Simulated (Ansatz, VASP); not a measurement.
Two plane-wave programs on Na16H

```xyz
17
Lattice="8.4600 0.0000 0.0000 0.0000 8.4600 0.0000 0.0000 0.0000 8.4600" Properties=species:S:1:pos:R:3 pbc="T T T"
Na   -0.0546    0.0113   -0.0032
Na    4.1720   -0.0879    0.0009
Na   -0.0488    4.2172   -0.0033
Na    0.0382   -0.0046    4.2258
Na    2.1016    2.1095    2.1008
Na    4.1802    4.3024    0.0010
Na    4.2416   -0.0146    4.2232
Na    6.3108    2.1112    2.1153
Na    0.0397    4.2279    4.2257
Na    2.1818    6.3456    2.0057
Na    2.1034    2.1095    6.3512
Na    4.2402    4.2379    4.2231
Na    6.3960    6.3422    2.1231
Na    6.3089    2.1112    6.3368
Na    2.1712    6.3456    6.4356
Na    6.3879    6.3421    6.3364
H     3.1977    6.3504    0.0021
```

Alike in both runs: functional PBEsol; k mesh 2 × 2 × 2; occupations fermi-dirac, width 0.15 eV; no spin polarisation.

Ansatz relaxed the structure, and its values are those at the end. VASP's run is a single point on that final structure, the one shown.

```csv
,VASP,Ansatz
version,VASP 6.6.1,Ansatz 0.2.0
potentials or method,"VASP PAW PBE potentials, release 64 (Na_pv, H), cutoff 520 eV","scalar-relativistic, plane waves, PAW"
valence electrons in the cell,113,145
```

|  | VASP | Ansatz | Ansatz less VASP |
| --- | --- | --- | --- |
| rms of the force components (eV/Å) | 0.013 | 0.012 | -0.0008 |

VASP's potentials were made for PBE, not for PBEsol. VASP's potentials hold 113 valence electrons a cell and Ansatz's 145, so a difference there can come from the potentials and not from the codes.

The k mesh is coarse, so the values compare programs but aren't converged.
